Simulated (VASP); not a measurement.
A run of VASP 6.6.1 is set up as follows.

The input INCAR:

```
ALGO     = Normal         # electronic algorithm
EDIFF    = 1E-6           # SCF threshold, eV
ENCUT    = 520            # plane-wave cutoff, eV
GGA      = CA             # functional
ISIF     = 2              # what is computed and relaxed
ISMEAR   = -1             # smearing method
LASPH    = True           # aspherical terms in the spheres
LCHARG   = False          # write CHGCAR
LREAL    = False          # projectors in reciprocal space
LWAVE    = False          # write WAVECAR
NBANDS   = 14             # bands
NELM     = 80             # most SCF steps
PREC     = Accurate       # precision mode
SIGMA    = 0.1            # smearing width, eV
```

The input KPOINTS:

```
k-points
0
Gamma
  9 9 9
```

File POSCAR:

```
Na
1.0
    0.0000000000      3.7816409986      3.7816409986
    3.7816409986      0.0000000000      3.7816409986
    3.7816409986      3.7816409986      0.0000000000
Na
2
Direct
    0.1250000000      0.1250000000      0.1250000000
    0.8750000000      0.8750000000      0.8750000000
```

Potentials or basis: VASP PAW LDA potentials, release 64 (Na_pv).

Launch:

```console
$ cat potpaw_LDA.64/Na_pv/POTCAR > POTCAR
$ mpirun -np 1 vasp_std > vasp.out
```

(1) Predict the band gap on the k mesh.

(2) Estimate the pressure.

Results:

(1) zero (bands 7 and 8 overlap by 0.31 eV).

(2) -0.3 GPa.
